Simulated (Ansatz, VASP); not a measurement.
**Hg in VASP and in Ansatz**

INCAR

```
ALGO = Normal
EDIFF = 1E-8
ENCUT = 520
GGA = CA
ISIF = 2
ISMEAR = -1
LASPH = True
LCHARG = False
LEFG = True
LREAL = False
LWAVE = False
NBANDS = 12
NELM = 80
PREC = Accurate
SIGMA = 0.03
```

Contents of KPOINTS:

```
k-points
0
Gamma
  12 12 12
```

Contents of POSCAR:

```
Hg
1.0
    1.7138363742      0.9789962263      2.2203559166
   -1.7461645364      0.9962962309      2.2376559211
   -0.0011818377     -2.0088024571      2.2439881623
Hg
1
Direct
    0.0000000000      0.0000000000      0.0000000000
```

Input for Ansatz:

```yaml
crystal:
  lattice:
    - [1.7138363742, 0.9789962263, 2.2203559166]
    - [-1.7461645364, 0.9962962309, 2.2376559211]
    - [-0.0011818377, -2.0088024571, 2.2439881623]
  atoms:
    - { symbol: Hg, position: [0.0, 0.0, 0.0] }
kpoints:
  mp_grid: { grid: [12, 12, 12] }
scf:
  occupations: { method: fermi_dirac, width: 0.03 }
hamiltonian:
  xc: lda
  pseudopotentials: { kind: all_electron, datasets: crystal }
output:
  forces: true
  stress: true
  eigenvalues: true
  efg: { contact_densities: true }
```

Change from the starting cell: equal xy, yz and zx shear strains of -1 %, crystal datasets.

Alike in both runs: task electric field gradients; functional LDA; k mesh 12 × 12 × 12; occupations fermi-dirac, width 0.03 eV; no spin polarisation.

|  | VASP | Ansatz |
| --- | --- | --- |
| version | VASP 6.6.1 | Ansatz 0.2.0 |
| potentials or method | VASP PAW LDA potentials, release 64 (Hg), cutoff 520 eV | all-electron PAW with datasets made for the crystal, scalar-relativistic |

```tsv
	VASP	Ansatz	Ansatz less VASP
pressure (GPa)	-1.1	-1.6	-0.55
traceless stress, the component that is largest in VASP (GPa)	-0.55	-0.85	-0.303
size of Vzz on the site where it differs most (V/Å²)	151.2	120.0	-31.22
```

LDA's correlation is that of Perdew and Zunger in VASP and of Perdew and Wang (1992) in Ansatz. Ansatz ran all-electron here, and VASP with PAW potentials.

Spin-orbit coupling is off throughout.
